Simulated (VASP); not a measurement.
# S in VASP: single point with HSE06

Aim: the single point of S with HSE06.

Everything below comes from runs of VASP 6.6.1. Logs are shortened: lines on timing, memory, paths and dates and some standing lists are left out, and cuts for length are marked.

### 1 The cell of the first run

The cell holds a single atom in a box, 1 atom: a = 14.000 Å, b = 14.400 Å, c = 14.800 Å, α = 90.00°, β = 90.00°, γ = 90.00°.

### 2 Single point, HSE06, collinear spin

Input file POSCAR:

```
S
1.0
   14.0000000000      0.0000000000      0.0000000000
    0.0000000000     14.4000000000      0.0000000000
    0.0000000000      0.0000000000     14.8000000000
S
1
Direct
    0.5000000000      0.5000000000      0.5000000000
```

Input file INCAR.step1:

```
  ALGO = Normal
  EDIFF = 1E-5
  ENCUT = 520
  GGA = PE
  ISIF = 2
  ISMEAR = -1
  ISPIN = 2
  ISYM = 0
  LASPH = T
  LCHARG = F
  LORBIT = 11
  LREAL = F
  LWAVE = T
  MAGMOM = 2
  NBANDS = 13
  NELM = 150
  PREC = Accurate
  SIGMA = 0.01
```

Input file INCAR.step2:

```
  ALGO = Normal
  EDIFF = 1E-6
  ENCUT = 520
  GGA = PE
  HFSCREEN = 0.2079
  ISIF = 2
  ISMEAR = -1
  ISPIN = 2
  ISTART = 1
  ISYM = 0
  LASPH = T
  LCHARG = F
  LHFCALC = T
  LORBIT = 11
  LREAL = F
  LWAVE = F
  MAGMOM = 2
  NBANDS = 13
  NELM = 150
  PREC = Accurate
  PRECFOCK = Normal
  SIGMA = 0.01
```

Input file KPOINTS:

```
k-points
0
Gamma
  1 1 1
```

Potentials or basis: VASP PAW PBE potentials, release 64 (S).

The run is started by

```
$ cat potpaw_PBE.64/S/POTCAR > POTCAR
$ cp INCAR.step1 INCAR
$ mpirun -np 1 vasp_gam > vasp.out
$ cp INCAR.step2 INCAR
$ mpirun -np 1 vasp_gam > vasp.out
```

OUTCAR:

```text
EDIFF = 1E-6
   ENCUT = 520
   GGA = PE
   HFSCREEN = 0.2079
   ISIF = 2
   ISMEAR = -1
   ISPIN = 2
   ISTART = 1
   ISYM = 0
   LASPH = T
   LHFCALC = T
   LORBIT = 11
   LREAL = F
   NELM = 150
   PREC = Accurate
   PRECFOCK = Normal

 ion  position               nearest neighbor table
   1  0.500  0.500  0.500-

IMPORTANT INFORMATION: All symmetrisations will be switched off!
NOSYMM: (Re-)initialisation of all symmetry stuff for point group C_1.

----------------------------------------------------------------------------------------

                                     Primitive cell

  volume of cell :    2983.6800

  direct lattice vectors                    reciprocal lattice vectors
    14.000000000  0.000000000  0.000000000     0.071428571  0.000000000  0.000000000
     0.000000000 14.400000000  0.000000000     0.000000000  0.069444444  0.000000000
     0.000000000  0.000000000 14.800000000     0.000000000  0.000000000  0.067567568

  length of vectors
    14.000000000 14.400000000 14.800000000     0.071428571  0.069444444  0.067567568

  position of ions in fractional coordinates (direct lattice)
     0.500000000  0.500000000  0.500000000

  ion indices of the primitive-cell ions
   primitive index   ion index
                 1           1

----------------------------------------------------------------------------------------

 KPOINTS: k-points

Automatic generation of k-mesh.
 Grid dimensions read from file:
 generate k-points for:    1    1    1

 Generating k-lattice:

  Cartesian coordinates                     Fractional coordinates (reciprocal lattice)
     0.071428571  0.000000000  0.000000000     1.000000000  0.000000000  0.000000000
     0.000000000  0.069444444  0.000000000     0.000000000  1.000000000  0.000000000
     0.000000000  0.000000000  0.067567568     0.000000000  0.000000000  1.000000000

  Length of vectors
     0.071428571  0.069444444  0.067567568

  Shift w.r.t. Gamma in fractional coordinates (k-lattice)
     0.000000000  0.000000000  0.000000000

 Subroutine IBZKPT returns following result:
 ===========================================

 Found      1 irreducible k-points:

 Following reciprocal coordinates:
            Coordinates               Weight
  0.000000  0.000000  0.000000      1.000000
   k-points           NKPTS =      1   k-points in BZ     NKDIM =      1   number of bands    NBANDS=     13
   number of dos      NEDOS =    301   number of ions     NIONS =      1
   total plane-waves  NPLWV = ******
   dimension x,y,z NGX =   108 NGY =  108 NGZ =  112
   dimension x,y,z NGXF=   216 NGYF=  216 NGZF=  224
   ions per type =               1
   NGX,Y,Z   is equivalent  to a cutoff of  12.82, 12.47, 12.58 a.u.
   NGXF,Y,Z  is equivalent  to a cutoff of  25.65, 24.94, 25.16 a.u.
 SYSTEM =  unknown system
   PREC   = accura    normal or accurate (medium, high low for compatibility)
   ISTART =      1    job   : 0-new  1-cont  2-samecut
   ICHARG =      0    charge: 1-file 2-atom 10-const
   ISPIN  =      2    spin polarized calculation?
   LNONCOLLINEAR =      F non collinear calculations
   LSORBIT =      F    spin-orbit coupling
   LASPH  =      T    aspherical Exc in radial PAW
   ENCUT  =  520.0 eV  38.22 Ry    6.18 a.u.  26.03 26.77 27.52*2*pi/ulx,y,z
   NELM   =    150;   NELMIN=  2; NELMDL=  0     # of ELM steps
   EDIFF  = 0.1E-05   stopping-criterion for ELM
   LREAL  =      F    real-space projection
   EDIFFG = 0.1E-04   stopping-criterion for IOM
   NSW    =      0    number of steps for IOM
   IBRION =     -1    ionic relax: 0-MD 1-quasi-New 2-CG
   NFREE  =      0    steps in history (QN), initial steepest desc. (CG)
   ISIF   =      2    stress and relaxation
   ISYM   =      0    0-nonsym 1-usesym 2-fastsym
   POTIM  = 0.5000    time-step for ionic-motion
   TEBEG  =    0.0;   TEEND  =   0.0 temperature during run
   PSTRESS=    0.0 pullay stress
   NELECT =       6.0000    total number of electrons
   NUPDOWN=      -1.0000    fix difference up-down
   EMIN   =  10.00;   EMAX   =-10.00  energy-range for DOS
   EFERMI =   0.00;   METHOD = LEGACY
   ISMEAR =    -1;   SIGMA  =   0.01  broadening in eV -4-tet -1-fermi 0-gaus
   EFERMI_NEDOS =   21; number of points for ismear=-14 and -15
   IALGO  =     38    algorithm
   IMIX   =      1    mixing-type and parameters
     AMIX     =   0.40;   BMIX     =  1.00
     AMIX_MAG =   1.60;   BMIX_MAG =  1.00
  volume/ion in A,a.u.               =    2983.68     20134.87
  Fermi-wavevector in a.u.,A,eV,Ry     =   0.206637  0.390487  0.580952  0.042699
  Thomas-Fermi vector in A             =   0.969299
   LORBIT       =     11    0 simple, 1 ext, 2 COOP (PROOUT), +10 PAW based schemes
   GGA     = PE    functional components
   LHFCALC =     T    Hartree Fock is set to
   PRECFOCK=normal    Normal, Fast or Accurate (Low or Medium for compatibility)
   ENCUT4O =  -1.0   cutoff for four orbital integrals eV
   NKREDX  =     1    reduce k-point grid by
   NKREDY  =     1    reduce k-point grid by
   NKREDZ  =     1    reduce k-point grid by
   AEXX    =    0.2500 exact exchange contribution
   HFSCREEN=    0.2079 screening length (either q_TF or 0.3 A-1)
   HFSCREENC=   0.2079 screening length for correlation (either q_TF or 0.3 A-1)
   ENCUTFOCK=  -1.0 apply spherical cutoff to Coloumb kernel
   IVDW    =     0    specifies the selected vdW correction
   LEPSILON=     F    determine dielectric tensor
   LRPA    =     F    only Hartree local field effects (RPA)
 spin polarized calculation
  energy-cutoff  :      520.00
  volume of cell :     2983.68
 maximum number of plane-waves:     40220
 NGX is ok and might be reduce to   108
  NGX = 80; NGY = 84; NGZ = 84

 number of electron       6.0000002 magnetization       2.0000000

 Free energy of the ion-electron system (eV)
  ---------------------------------------------------
  ext. energy  EPLUGINS =         0.00000000
  ---------------------------------------------------
  free energy    TOTEN  =        -2.35770265 eV

  energy without entropy =       -2.35770265  energy(sigma->0) =       -2.35770265

 E-fermi :  -6.6939     XC(G=0):  -0.2454

 val. band max:       -6.9525129073   @ k =   0.0000   0.0000   0.0000
 cond. band min:      -4.6305607135   @ k =   0.0000   0.0000   0.0000
 fundamental gap:      2.3219521938
 Fermi energy:        -6.6938729073

 spin component 1

 k-point     1 :       0.0000    0.0000    0.0000
  band No.  band energies     occupation
      1     -19.9893      1.00000
      2      -9.0977      1.00000
      3      -9.0977      1.00000
      4      -7.6465      1.00000
      5      -0.3241      0.00000
      6       0.3347      0.00000
      7       0.5143      0.00000
      8       0.5454      0.00000
      9       0.6359      0.00000
     10       0.6502      0.00000
     11       0.7113      0.00000
     12       1.1876      0.00000
     13       1.1907      0.00000
 Fermi energy:        -6.6938729073

 spin component 2

 k-point     1 :       0.0000    0.0000    0.0000
  band No.  band energies     occupation
      1     -17.0533      1.00000
      2      -6.9525      1.00000
      3      -4.6306      0.00000
      4      -4.6305      0.00000
      5      -0.1505      0.00000
      6       0.4552      0.00000
      7       0.6288      0.00000
      8       0.6575      0.00000
      9       0.6796      0.00000
     10       0.6857      0.00000
     11       0.7339      0.00000
     12       1.2649      0.00000
     13       1.2869      0.00000

------------------------ aborting loop because EDIFF is reached ----------------------------------------

  FORCE on cell =-STRESS in cart. coord.  units (eV):
  Direction    XX          YY          ZZ          XY          YZ          ZX
  --------------------------------------------------------------------------------------
  -------------------------------------------------------------------------------------
  Total       -0.0075660     -0.0086570     -0.0083652      0.0002636      0.0002008     -0.0003178
  in kB       -0.0040628     -0.0046486     -0.0044920      0.0001416      0.0001078     -0.0001706
  external PRESSURE =      -0.0044011 kB  Pullay stress =       0.0000000 kB

 VOLUME and BASIS-vectors are now :
 -----------------------------------------------------------------------------
  energy-cutoff  :      520.00
  volume of cell :     2983.68
      direct lattice vectors                 reciprocal lattice vectors
    14.000000000  0.000000000  0.000000000     0.071428571  0.000000000  0.000000000
     0.000000000 14.400000000  0.000000000     0.000000000  0.069444444  0.000000000
     0.000000000  0.000000000 14.800000000     0.000000000  0.000000000  0.067567568

 POSITION                                       TOTAL-FORCE (eV/Angst)
 -----------------------------------------------------------------------------------
      7.00000      7.20000      7.40000        -0.000000     -0.000000     -0.000000
 -----------------------------------------------------------------------------------
    total drift:                               -0.000000     -0.000000     -0.000000

  FREE ENERGIE OF THE ION-ELECTRON SYSTEM (eV)
  ---------------------------------------------------
  free  energy   TOTEN  =        -2.3577026517 eV

  energy  without entropy=       -2.3577026517  energy(sigma->0) =       -2.35770265

 total charge

# of ion       s       p       d       tot
------------------------------------------
    1        1.396   2.105   0.000   3.502

 magnetization (x)

# of ion       s       p       d       tot
------------------------------------------
    1        0.023   1.094   0.000   1.118
```

It took 24 min on 1 thread of Intel Xeon 6975P-C (Granite Rapids), shared host; peak memory 2.8 GiB.

What came out:

```yaml
Free_energy: -2.3577 eV
Pressure: 0.0 GPa
Band_gap_on_the_k_mesh: 2.32 eV
Net_moment: 2.00 μB per cell
Site_moments: S +1.12 μB
Valence_electrons_inside_the_program's_atomic_spheres: S 3.50
```

Levels at points of the mesh, in eV from the valence-band top:
Spin up:
| k point | band 1 | band 2 | band 3 | band 4 | band 5 | band 6 | band 7 | band 8 | band 9 |
| --- | --- | --- | --- | --- | --- | --- | --- | --- | --- |
| (0.00, 0.00, 0.00) | -13.04 | -2.15 | -2.15 | -0.69 | 6.63 | 7.29 | 7.47 | 7.50 | 7.59 |
Spin down:
```csv
k point,band 1,band 2,band 3,band 4,band 5
"(0.00, 0.00, 0.00)",-10.10,0.00,2.32,2.32,6.80
```

Caveat: the PAW data sets were made with another functional, which shifts forces and pressure a little.
